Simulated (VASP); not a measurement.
A run of VASP 6.6.1:

The input INCAR:

```
SYSTEM = HfO2
PREC = Accurate ; ENCUT = 520
EDIFF = 1E-7 ; ISMEAR = -1
SIGMA = 0.05 ; LREAL = .False.
LASPH = .True. ; NELM = 80
ALGO = Normal ; ISIF = 2
LWAVE = .False. ; LCHARG = .False.
GGA = PE ; NBANDS = 18
```

The input KPOINTS:

```
regular mesh
0
Gamma
  9 9 9
  0 0 0
```

Contents of POSCAR:

```
HfO2
1.0
    0.0000000000      2.4659957374      2.4659957374
    2.4659957374      0.0000000000      2.4659957374
    2.4659957374      2.4659957374      0.0000000000
Hf O
1 2
Direct
    0.0000000000      0.0000000000      0.0000000000
    0.7500000000      0.7500000000      0.7500000000
    0.2500000000      0.2500000000      0.2500000000
```

Potentials or basis: VASP PAW PBE potentials, release 64 (Hf_pv, O).

Launch:

```bash
$ cat potpaw_PBE.64/Hf_pv/POTCAR potpaw_PBE.64/O/POTCAR > POTCAR
$ mpirun -np 1 vasp_std > vasp.out
```

Hardware: 1 thread of Intel Xeon 8259CL, with other jobs on the host.

Question: How long does it take, and how much memory?

Answer: Run time: 44 s on 1 thread of Intel Xeon 8259CL, with other jobs on the host, peak memory 0.17 GiB. Counts: scf iterations 15, k points 35.
